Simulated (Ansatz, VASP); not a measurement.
## Two plane-wave programs on C

```
C
1.0
     0.00000    1.81015    1.81015
     1.81015    0.00000    1.81015
     1.81015    1.81015    0.00000
C
2
Direct
  0.50000 0.50000 0.50000
  0.75000 0.75000 0.75000
```

Change from the starting cell: strain +0.015 along x and y, +0.015 along z, atoms carried along.

Alike in both runs: task single point; functional PBE; k mesh 12 × 12 × 12; occupations gaussian, width 0.05 eV; no spin polarisation.

|  | VASP | Ansatz |
| --- | --- | --- |
| version | VASP 6.6.1 | Ansatz 0.2.0 |
| potentials or method | VASP PAW PBE potentials, release 64 (C), cutoff 520 eV | scalar-relativistic, plane waves, PAW |
| valence electrons in the cell | 8 | 8 |

```csv
,VASP,Ansatz,Ansatz less VASP
gap on the k mesh at the Fermi level (eV),4.05,4.06,+0.011
least direct gap on the mesh (eV),5.47,5.47,+0.008
pressure (GPa),-15.8,-16.3,-0.51
```
